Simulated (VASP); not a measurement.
# AlV2C (P6_3/mmc) in VASP: further runs

Runs on AlV2C. Level: r2SCAN. Tasks: single point.

All numbers are computed with VASP 6.6.1; they aren't measurements. Logs are shortened: lines on timing, memory, paths and dates and some standing lists are left out, and cuts for length are marked.

## Step 1: The cell of the first run

The structure is hexagonal, space group P6_3/mmc (No. 194). The conventional cell has a = 2.888 Å, b = 2.888 Å, c = 13.105 Å, α = 90.00°, β = 90.00°, γ = 120.00°. Within 3.7 Å of Al (site symmetry -6m2) lie 6 V at 2.72 Å and 6 Al at 2.89 Å and 6 C at 3.68 Å. Within 2.9 Å of V (site symmetry 3m) lie 3 C at 2.02 Å and 3 Al at 2.72 Å and 9 V at 2.81 to 2.89 Å. C (site symmetry -3m) has 6 V at 2.02 Å within 2.7 Å.

## Step 2: Single point, r2SCAN, collinear spin, ferromagnetic start

Input file POSCAR:

```
AlV2C
1.0
    2.8875990726      0.0000000000      0.0000000000
   -1.4437995363      2.5007341528      0.0000000000
    0.0000000000      0.0000000000     13.1048231100
Al V C
2 4 2
Direct
    0.3333333300      0.6666666700      0.2500000000
    0.6666666700      0.3333333300      0.7500000000
    0.3333333300      0.6666666700      0.5863842200
    0.6666666700      0.3333333300      0.4136157800
    0.6666666700      0.3333333300      0.0863842200
    0.3333333300      0.6666666700      0.9136157800
    0.0000000000      0.0000000000      0.0000000000
    0.0000000000      0.0000000000      0.5000000000
```

Input file INCAR.step1:

```
SYSTEM = AlV2C
ALGO = Normal
EDIFF = 1E-4
ENCUT = 520
GGA = PE
ISMEAR = 0
ISPIN = 2
LASPH = .True.
LCHARG = .False.
LMAXMIX = 4
LREAL = .False.
LWAVE = .True.
MAGMOM = 0 0 2 2 2 2 0 0
NBANDS = 47
NELM = 150
PREC = Accurate
SIGMA = 0.1
```

Input file INCAR.step2:

```
SYSTEM = AlV2C
ALGO = Normal
EDIFF = 1E-6
ENCUT = 520
ISIF = 2
ISMEAR = 0
ISPIN = 2
ISTART = 1
LASPH = .True.
LCHARG = .True.
LELF = .True.
LMAXMIX = 4
LMIXTAU = .True.
LORBIT = 11
LREAL = .False.
LVHAR = .True.
LWAVE = .False.
MAGMOM = 0 0 2 2 2 2 0 0
METAGGA = R2SCAN
NBANDS = 47
NELM = 150
PREC = Accurate
SIGMA = 0.1
```

Input file KPOINTS:

```
k-points
0
Gamma
  6 6 2
  0 0 0
```

Potentials or basis: VASP PAW PBE potentials, release 64 (Al, V_sv, C).

Command:

```
$ cat potpaw_PBE.64/Al/POTCAR potpaw_PBE.64/V_sv/POTCAR potpaw_PBE.64/C/POTCAR > POTCAR
$ cp INCAR.step1 INCAR
$ mpirun -np 1 vasp_std > vasp.out
$ cp INCAR.step2 INCAR
$ mpirun -np 1 vasp_std > vasp.out
```

OUTCAR:

```text
SYSTEM = AlV2C
   EDIFF = 1E-6
   ENCUT = 520
   ISIF = 2
   ISMEAR = 0
   ISPIN = 2
   ISTART = 1
   LASPH = .True.
   LORBIT = 11
   LREAL = .False.
   METAGGA = R2SCAN
   NELM = 150
   PREC = Accurate

 ion  position               nearest neighbor table
   1  0.333  0.667  0.250-   4 2.72   5 2.72   4 2.72   5 2.72   4 2.72   5 2.72
   2  0.667  0.333  0.750-   3 2.72   6 2.72   3 2.72   6 2.72   3 2.72   6 2.72
   3  0.333  0.667  0.586-   8 2.02   8 2.02   8 2.02   2 2.72   2 2.72   2 2.72   4 2.81   4 2.81
                             4 2.81
   4  0.667  0.333  0.414-   8 2.02   8 2.02   8 2.02   1 2.72   1 2.72   1 2.72   3 2.81   3 2.81
                             3 2.81
   5  0.667  0.333  0.086-   7 2.02   7 2.02   7 2.02   1 2.72   1 2.72   1 2.72   6 2.81   6 2.81
                             6 2.81
   6  0.333  0.667  0.914-   7 2.02   7 2.02   7 2.02   2 2.72   2 2.72   2 2.72   5 2.81   5 2.81
                             5 2.81
   7  0.000  0.000  0.000-   5 2.02   6 2.02   6 2.02   5 2.02   5 2.02   6 2.02
   8  0.000  0.000  0.500-   3 2.02   4 2.02   3 2.02   4 2.02   4 2.02   3 2.02

  LATTYP: Found a hexagonal cell.
 ALAT       =     2.8875990726
 C/A-ratio  =     4.5383111646

  Lattice vectors:

 A1 = (   2.8875990726,   0.0000000000,   0.0000000000)
 A2 = (  -1.4437995363,   2.5007341528,   0.0000000000)
 A3 = (   0.0000000000,   0.0000000000,  13.1048231100)

Analysis of symmetry for initial positions (statically):
=====================================================================
 Subroutine PRICEL returns:
 Original cell was already a primitive cell.

 Routine SETGRP: Setting up the symmetry group for a
 hexagonal supercell.

 Subroutine GETGRP returns: Found 24 space group operations
 (whereof 12 operations were pure point group operations)
 out of a pool of 24 trial point group operations.

The static configuration has the point symmetry D_3d.
 The point group associated with its full space group is D_6h.

Analysis of symmetry for dynamics (positions and initial velocities):
=====================================================================
 Subroutine PRICEL returns:
 Original cell was already a primitive cell.

 Routine SETGRP: Setting up the symmetry group for a
 hexagonal supercell.

 Subroutine GETGRP returns: Found 24 space group operations
 (whereof 12 operations were pure point group operations)
 out of a pool of 24 trial point group operations.

The dynamic configuration has the point symmetry D_3d.
 The point group associated with its full space group is D_6h.

Analysis of structural, dynamic, and magnetic symmetry:
=====================================================================
 Subroutine PRICEL returns:
 Original cell was already a primitive cell.

 Routine SETGRP: Setting up the symmetry group for a
 hexagonal supercell.

 Subroutine GETGRP returns: Found 24 space group operations
 (whereof 12 operations were pure point group operations)
 out of a pool of 24 trial point group operations.

The overall configuration has the point symmetry D_3d.
 The point group associated with its full space group is D_6h.

 Subroutine INISYM returns: Found 24 space group operations
 (whereof 12 operations are pure point group operations),
 and found     1 'primitive' translations

----------------------------------------------------------------------------------------

                                     Primitive cell

  volume of cell :      94.6315

  direct lattice vectors                    reciprocal lattice vectors
     2.887599073  0.000000000  0.000000000     0.346308464  0.199941285  0.000000000
    -1.443799536  2.500734153  0.000000000     0.000000000  0.399882570  0.000000000
     0.000000000  0.000000000 13.104823110     0.000000000  0.000000000  0.076307783

  length of vectors
     2.887599073  2.887599073 13.104823110     0.399882570  0.399882570  0.076307783

[... 62 lines left out ...]
  0.333333  0.333333  0.500000      2.000000
   k-points           NKPTS =     14   k-points in BZ     NKDIM =     14   number of bands    NBANDS=     47
   number of dos      NEDOS =    301   number of ions     NIONS =      8
   total plane-waves  NPLWV =  56448
   dimension x,y,z NGX =    24 NGY =   24 NGZ =   98
   dimension x,y,z NGXF=    48 NGYF=   48 NGZF=  196
   ions per type =               2   4   2
   NGX,Y,Z   is equivalent  to a cutoff of  13.82, 13.82, 12.43 a.u.
   NGXF,Y,Z  is equivalent  to a cutoff of  27.63, 27.63, 24.86 a.u.
 SYSTEM =  AlV2C
   PREC   = accura    normal or accurate (medium, high low for compatibility)
   ISTART =      1    job   : 0-new  1-cont  2-samecut
   ICHARG =      0    charge: 1-file 2-atom 10-const
   ISPIN  =      2    spin polarized calculation?
   LNONCOLLINEAR =      F non collinear calculations
   LSORBIT =      F    spin-orbit coupling
   LASPH  =      T    aspherical Exc in radial PAW
   ENCUT  =  520.0 eV  38.22 Ry    6.18 a.u.   5.37  5.37 24.37*2*pi/ulx,y,z
   NELM   =    150;   NELMIN=  2; NELMDL=  0     # of ELM steps
   EDIFF  = 0.1E-05   stopping-criterion for ELM
   LREAL  =      F    real-space projection
   EDIFFG = 0.1E-04   stopping-criterion for IOM
   NSW    =      0    number of steps for IOM
   IBRION =     -1    ionic relax: 0-MD 1-quasi-New 2-CG
   NFREE  =      0    steps in history (QN), initial steepest desc. (CG)
   ISIF   =      2    stress and relaxation
   ISYM   =      2    0-nonsym 1-usesym 2-fastsym
   POTIM  = 0.5000    time-step for ionic-motion
   TEBEG  =    0.0;   TEEND  =   0.0 temperature during run
   PSTRESS=    0.0 pullay stress
   NELECT =      66.0000    total number of electrons
   NUPDOWN=      -1.0000    fix difference up-down
   EMIN   =  10.00;   EMAX   =-10.00  energy-range for DOS
   EFERMI =   0.00;   METHOD = LEGACY
   ISMEAR =     0;   SIGMA  =   0.10  broadening in eV -4-tet -1-fermi 0-gaus
   EFERMI_NEDOS =   21; number of points for ismear=-14 and -15
   IALGO  =     38    algorithm
   IMIX   =      4    mixing-type and parameters
     AMIX     =   0.40;   BMIX     =  1.00
     AMIX_MAG =   1.60;   BMIX_MAG =  1.00
  volume/ion in A,a.u.               =      11.83        79.83
  Fermi-wavevector in a.u.,A,eV,Ry     =   1.451814  2.743530 28.677865  2.107764
  Thomas-Fermi vector in A             =   2.569268
   LORBIT       =     11    0 simple, 1 ext, 2 COOP (PROOUT), +10 PAW based schemes
   METAGGA = R2SCAN    functional components
   LHFCALC =     F    Hartree Fock is set to
   AEXX    =    0.0000 exact exchange contribution
   IVDW    =     0    specifies the selected vdW correction
   LEPSILON=     F    determine dielectric tensor
   LRPA    =     F    only Hartree local field effects (RPA)
 spin polarized calculation
 Gauss-broadening in eV      SIGMA  =   0.10
  energy-cutoff  :      520.00
  volume of cell :       94.63
 maximum number of plane-waves:      2605
 NGX is ok and might be reduce to    24
   NGX = 11   NGY = 11   NGZ = 49

 number of electron      66.0000013 magnetization       0.0015963

 Free energy of the ion-electron system (eV)
  ---------------------------------------------------
  ext. energy  EPLUGINS =         0.00000000
  ---------------------------------------------------
  free energy    TOTEN  =       -94.59757222 eV

  energy without entropy =      -94.57423172  energy(sigma->0) =      -94.58590197

 E-fermi :   9.5926     XC(G=0): -13.2052

 val. band max:        9.5449777810   @ k =   0.1667   0.0000   0.0000
 cond. band min:       9.6182787774   @ k =   0.3333   0.1667   0.0000
 fundamental gap:      0.0733009965
 Fermi energy:         9.5926380391

 spin component 1

 k-point     1 :       0.0000    0.0000    0.0000
  band No.  band energies     occupation
      1     -57.4177      1.00000
      2     -57.4176      1.00000
      3     -57.3586      1.00000
      4     -57.3585      1.00000
      5     -30.3401      1.00000
      6     -30.3375      1.00000
[... 661 lines left out ...]
     44      12.2866      0.00000
     45      13.6074      0.00000
 Fermi energy:         9.5926380391

 spin component 2

 k-point     1 :       0.0000    0.0000    0.0000
  band No.  band energies     occupation
      1     -57.4174      1.00000
      2     -57.4173      1.00000
      3     -57.3583      1.00000
      4     -57.3582      1.00000
      5     -30.3398      1.00000
      6     -30.3371      1.00000
[... 661 lines left out ...]
     44      12.2868      0.00000
     45      13.6077      0.00000
 [bands above 45 left out]

------------------------ aborting loop because EDIFF is reached ----------------------------------------

  FORCE on cell =-STRESS in cart. coord.  units (eV):
  Direction    XX          YY          ZZ          XY          YZ          ZX
  --------------------------------------------------------------------------------------
  -------------------------------------------------------------------------------------
  Total       -0.4159854     -0.4159854      0.3723084     -0.0000000     -0.0000000      0.0000000
  in kB       -7.0429249     -7.0429249      6.3034439     -0.0000000     -0.0000000      0.0000000
  external PRESSURE =      -2.5941353 kB  Pullay stress =       0.0000000 kB

 VOLUME and BASIS-vectors are now :
 -----------------------------------------------------------------------------
  energy-cutoff  :      520.00
  volume of cell :       94.63
      direct lattice vectors                 reciprocal lattice vectors
     2.887599073  0.000000000  0.000000000     0.346308464  0.199941285  0.000000000
    -1.443799536  2.500734153  0.000000000     0.000000000  0.399882570  0.000000000
     0.000000000  0.000000000 13.104823110     0.000000000  0.000000000  0.076307783

 POSITION                                       TOTAL-FORCE (eV/Angst)
 -----------------------------------------------------------------------------------
     -0.00000      1.66716      3.27621         0.000000     -0.000000      0.000000
      1.44380      0.83358      9.82862         0.000000      0.000000      0.000000
     -0.00000      1.66716      7.68446         0.000000     -0.000000      0.133464
      1.44380      0.83358      5.42036        -0.000000      0.000000     -0.133464
      1.44380      0.83358      1.13205        -0.000000      0.000000      0.133464
     -0.00000      1.66716     11.97277         0.000000      0.000000     -0.133464
      0.00000      0.00000      0.00000        -0.000000      0.000000      0.000000
      0.00000      0.00000      6.55241        -0.000000      0.000000      0.000000
 -----------------------------------------------------------------------------------
    total drift:                               -0.000019      0.000011     -0.000001

  FREE ENERGIE OF THE ION-ELECTRON SYSTEM (eV)
  ---------------------------------------------------
  free  energy   TOTEN  =       -94.5975722220 eV

  energy  without entropy=      -94.5742317227  energy(sigma->0) =      -94.58590197

 total charge

# of ion       s       p       d       tot
------------------------------------------
    1        0.418   0.413   0.000   0.830
    2        0.418   0.413   0.000   0.830
    3        2.269   6.292   3.126  11.686
    4        2.269   6.292   3.126  11.686
    5        2.269   6.292   3.126  11.686
    6        2.269   6.292   3.126  11.686
    7        0.921   1.582   0.000   2.502
    8        0.921   1.582   0.000   2.502
--------------------------------------------------
tot         11.751  29.156  12.503  53.410

 magnetization (x)

# of ion       s       p       d       tot
------------------------------------------
    1       -0.000  -0.000   0.000  -0.000
    2       -0.000  -0.000   0.000  -0.000
    3        0.000   0.000   0.000   0.000
    4        0.000   0.000   0.000   0.000
    5        0.000   0.000   0.000   0.000
    6        0.000   0.000   0.000   0.000
    7       -0.000  -0.000   0.000  -0.000
    8       -0.000  -0.000   0.000  -0.000
--------------------------------------------------
tot         -0.000  -0.000   0.001   0.001
```

It took 4 min on 1 thread of AMD EPYC 9R45 (Zen 5), shared host; peak memory 0.31 GiB.

Results:

| Property | Result |
| --- | --- |
| Free energy | -94.5976 eV |
| Pressure | -0.3 GPa |
| Largest force | 0.133 eV/Å |
| Band gap on the k mesh | zero (filled and empty bands overlap) |
| Net moment | 0.00 μB per cell |
| Valence electrons inside the program's atomic spheres | Al 0.83; V 11.69; C 2.50 |

Forces on the atoms (eV/Å):
```
Al   0.000  0.000  0.000
Al   0.000  0.000  0.000
V    0.000  0.000  0.133
V    0.000  0.000 -0.133
V    0.000  0.000  0.133
V    0.000  0.000 -0.133
C    0.000  0.000  0.000
C    0.000  0.000  0.000
```

Levels at points of the mesh, in eV from the Fermi level:
Spin up:
```tsv
k point	band 30	band 31	band 32	band 33	band 34	band 35	band 36	band 37
(0.00, 0.00, 0.00)	-0.57	-0.13	-0.13	-0.11	-0.11	0.63	0.63	0.67
(0.50, 0.00, 0.00)	-2.44	-1.64	-1.63	0.83	1.10	1.24	1.25	1.92
(0.00, 0.00, 0.50)	-0.72	-0.12	-0.12	-0.12	-0.12	0.65	0.65	0.65
(0.50, 0.00, 0.50)	-2.45	-1.64	-1.64	1.06	1.06	1.17	1.17	2.01
```
Spin down:
```tsv
k point	band 29	band 30	band 31	band 32	band 33	band 34	band 35	band 36	band 37	band 38
(0.00, 0.00, 0.00)	-0.96	-0.57	-0.13	-0.13	-0.11	-0.11	0.63	0.63	0.67	0.67
(0.50, 0.00, 0.00)	-2.50	-2.44	-1.64	-1.63	0.83	1.10	1.24	1.25	1.92	2.00
(0.00, 0.00, 0.50)	-0.72	-0.72	-0.12	-0.12	-0.12	-0.12	0.65	0.65	0.65	0.65
(0.50, 0.00, 0.50)	-2.45	-2.45	-1.64	-1.64	1.06	1.06	1.17	1.17	2.01	2.01
```

Caveat: the k points lie up to 0.42 Å⁻¹ apart, too coarse for converged energies and pressures of a metal; the PAW data sets were made with another functional, which shifts forces and pressure a little.

## Step 3: Single point, r2SCAN

This run uses another cell than the first one, of 11.80 Å³/atom.

Input file POSCAR:

```
AlV2C
1.0
    2.8834912382      0.0000000000      0.0000000000
   -1.4417456191      2.4971766639      0.0000000000
    0.0000000000      0.0000000000     13.1146692513
Al V C
2 4 2
Direct
    0.3333333333      0.6666666667      0.2500000000
    0.6666666667      0.3333333333      0.7500000000
    0.3333333333      0.6666666667      0.5859389663
    0.6666666667      0.3333333333      0.4140610337
    0.6666666667      0.3333333333      0.0859389663
    0.3333333333      0.6666666667      0.9140610337
    0.0000000000      0.0000000000      0.0000000000
    0.0000000000      0.0000000000      0.5000000000
```

Input file INCAR.step1:

```
PREC = Accurate
ENCUT = 520
ISMEAR = 0
SIGMA = 0.1
LREAL = False
LASPH = True
NELM = 60
NBANDS = 43
GGA = PE
ALGO = Normal
EDIFF = 1E-4
LWAVE = True
LCHARG = False
```

Input file INCAR.step2:

```
PREC = Accurate
ENCUT = 520
EDIFF = 1E-7
ISMEAR = 0
SIGMA = 0.1
LREAL = False
LASPH = True
NELM = 60
ALGO = Normal
ISIF = 2
LWAVE = False
LCHARG = False
METAGGA = R2SCAN
LMIXTAU = True
NBANDS = 43
ISTART = 1
```

Input file KPOINTS:

```
regular mesh
0
Gamma
  12 12 4
```

Potentials or basis: VASP PAW PBE potentials, release 64 (Al, V_sv, C).

Command:

```
$ cat potpaw_PBE.64/Al/POTCAR potpaw_PBE.64/V_sv/POTCAR potpaw_PBE.64/C/POTCAR > POTCAR
$ cp INCAR.step1 INCAR
$ mpirun -np 1 vasp_std > vasp.out
$ cp INCAR.step2 INCAR
$ mpirun -np 1 vasp_std > vasp.out
```

Wall time 9.6 min (1 thread of AMD EPYC 9R45 (Zen 5), shared host); peak memory 0.33 GiB.

Results (log left out):

```
Free energy            : -94.5940 eV
Pressure               : 0.5 GPa
Largest force          : 0.098 eV/Å
Band gap on the k mesh : zero (bands 33 and 34 overlap by 1.79 eV)
```

Forces in eV/Å, atoms in the order of the input:
```
Al   0.000  0.000  0.000
Al   0.000  0.000  0.000
V    0.000  0.000  0.098
V    0.000  0.000 -0.098
V    0.000  0.000  0.098
V    0.000  0.000 -0.098
C    0.000  0.000  0.000
C    0.000  0.000  0.000
```

Levels at points of the mesh, in eV from the Fermi level:
| k point | band 31 | band 32 | band 33 | band 34 | band 35 | band 36 |
| --- | --- | --- | --- | --- | --- | --- |
| (0.00, 0.00, 0.00) | -0.21 | -0.21 | -0.19 | -0.19 | 0.57 | 0.57 |
| (0.50, 0.00, 0.00) | -1.72 | -1.71 | 0.74 | 1.05 | 1.17 | 1.19 |
| (0.00, 0.00, 0.50) | -0.20 | -0.20 | -0.20 | -0.20 | 0.58 | 0.58 |
| (0.50, 0.00, 0.50) | -1.71 | -1.71 | 0.98 | 0.98 | 1.12 | 1.12 |

Caveat: the PAW data sets were made with another functional, which shifts forces and pressure a little.
